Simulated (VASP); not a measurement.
Crystal: FeO (Wuestite).

```
CELL_PARAMETERS angstrom
0.00000 2.04520 2.04520
2.04520 0.00000 2.04520
2.04520 2.04520 0.00000
ATOMIC_POSITIONS crystal
Fe 0.00000 0.00000 0.00000
O 0.50000 0.50000 0.50000
```

Base run:

* Program: VASP 6.6.1
* Functional: PBE
* Potentials or basis: VASP PAW PBE potentials, release 64 (Fe_sv, O)
* Cutoff: 600 eV
* k mesh: 14 × 14 × 14
* Occupations: gaussian, width 0.05 eV
* Spin: no spin polarisation

Its results: band gap on the k mesh zero (band 11 reaches 11.64 eV, above the bottom of band 12 at 10.54 eV); pressure -2.6 GPa.

Q: The run is repeated on the same cell with these changes: potentials or basis from VASP PAW PBE potentials, release 64 (Fe_sv, O) to VASP PAW PBE potentials, release 64 (Fe, O); cutoff from 600 eV to 520 eV; further incar settings from ALGO = Normal; EDIFF = 1e-06; NBANDS = 18 to ALGO = Normal; EDIFF = 1e-07; NBANDS = 14; valence electrons from 22 to 14. What comes out?

A: Band gap on the k mesh zero (band 7 reaches 7.45 eV, above the bottom of band 8 at 6.35 eV); pressure 1.2 GPa.

Caveats: the run has no spin polarisation, though such a crystal can be magnetic; semilocal functionals often make such compounds metallic where correlation or magnetic order opens a gap, which also shifts bond lengths.
